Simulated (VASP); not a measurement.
Set up this calculation in VASP 6.6.1, as the native input.

| Quantity | Value |
| --- | --- |
| Task | single point |
| Functional | PBE |
| Potentials or basis | VASP PAW PBE potentials, release 64 (Nb_sv, W_sv, C) |
| Cutoff | 600 eV |
| k mesh | 4 × 4 × 4 |
| Occupations | gaussian, width 0.2 eV |
| Spin | no spin polarisation |
| Dipole correction | no |
| Further INCAR settings | ALGO = Normal; EDIFF = 1e-06; NBANDS = 44 |

The structure of Nb3WC4 lies in POSCAR:

```
Nb3WC4
1.0
    4.4535924029      0.0000000000      0.0000000000
    0.0000000000      4.4535924029      0.0000000000
    0.0000000000      0.0000000000      4.4535924029
Nb W C
3 1 4
Direct
    0.5000000000      0.0000000000      0.5000000000
    0.5000000000      0.5000000000      0.0000000000
    0.0000000000      0.5000000000      0.5000000000
    0.0000000000      0.0000000000      0.0000000000
    0.5000000000      0.0000000000      0.0000000000
    0.5000000000      0.5000000000      0.5000000000
    0.0000000000      0.5000000000      0.0000000000
    0.0000000000      0.0000000000      0.5000000000
```

These files were run (other wordings do the same):

INCAR

```
SYSTEM = Nb3WC4
  PREC = Accurate
  ENCUT = 600
  EDIFF = 1E-6
  ISMEAR = 0
  SIGMA = 0.2
  LREAL = .False.
  LASPH = .True.
  NELM = 120
  ALGO = Normal
  ISIF = 2
  LWAVE = .False.
  LCHARG = .False.
  GGA = PE
  NBANDS = 44
  GGA_COMPAT = .False.
```

KPOINTS

```
Automatic mesh
0
Gamma
  4 4 4
  0 0 0
```

Potentials or basis: VASP PAW PBE potentials, release 64 (Nb_sv, W_sv, C).

Command:

```sh
$ cat potpaw_PBE.64/Nb_sv/POTCAR potpaw_PBE.64/W_sv/POTCAR potpaw_PBE.64/C/POTCAR > POTCAR
$ mpirun -np 1 vasp_std > vasp.out
```

It gave:

```yaml
Pressure: -0.5 GPa
Band_gap_on_the_k_mesh: zero (an odd number of electrons rules out a gap without spin polarisation)
```

Caveat: spin-orbit coupling is left out, which moves the levels of the heavy elements.

Run time: 2.1 min on 1 thread of AMD EPYC 7R13, on a shared host, peak memory 0.2 GiB.
